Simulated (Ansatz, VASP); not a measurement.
## Sn: VASP beside Ansatz

Contents of INCAR:

```
PREC = Accurate ; ENCUT = 520
EDIFF = 1E-6 ; ISMEAR = -1
SIGMA = 0.02 ; LREAL = False
LASPH = True ; NELM = 80
ALGO = Normal ; ISIF = 2
LWAVE = False ; LCHARG = False
GGA = PE ; NBANDS = 36
```

File KPOINTS:

```
Automatic mesh
0
Gamma
  6 6 4
```

POSCAR

```
Sn
1.0
    4.7556819798      0.0000000000      0.0000000000
   -2.3778409899      4.1185414068      0.0000000000
    0.0000000000      0.0000000000      7.7503213140
Sn
4
Direct
    0.3333333333      0.6666666667     -0.0008172485
    0.6666666667      0.3333333333      0.4991827515
    0.3333333333      0.6666666667      0.3758172485
    0.6666666667      0.3333333333      0.8758172485
```

Input for Ansatz:

```yaml
crystal:
  lattice:
    - [4.7556819798, 0.0, 0.0]
    - [-2.3778409899, 4.1185414068, 0.0]
    - [0.0, 0.0, 7.750321314]
  atoms:
    - { symbol: Sn, position: [0.3333333333, 0.6666666667, -0.0008172485] }
    - { symbol: Sn, position: [0.6666666667, 0.3333333333, 0.4991827515] }
    - { symbol: Sn, position: [0.3333333333, 0.6666666667, 0.3758172485] }
    - { symbol: Sn, position: [0.6666666667, 0.3333333333, 0.8758172485] }
kpoints:
  mp_grid: { grid: [6, 6, 4] }
hamiltonian:
  xc: pbe
scf:
  occupations: { method: fermi_dirac, width: 0.02 }
  n_extra_bands: 5
output:
  forces: true
  stress: true
  eigenvalues: true
```

Alike in both runs: task single point; functional PBE; k mesh 6 × 6 × 4; occupations fermi-dirac, width 0.02 eV; no spin polarisation.

|  | VASP | Ansatz |
| --- | --- | --- |
| version | VASP 6.6.1 | Ansatz 0.2.0 |
| potentials or method | VASP PAW PBE potentials, release 64 (Sn_d) | plane waves, PAW |
| plane-wave cutoff (eV) | 520 | 420 |
| valence electrons in the cell | 56 | 56 |

VASP gave:

- pressure (GPa): -1.1
- rms of the force components (eV/Å): 0.005

Estimate Ansatz's values.

pressure (GPa): -1.0; rms of the force components (eV/Å): 0.005.

Atom by atom the forces differ by 0.000 eV/Å (rms over components).
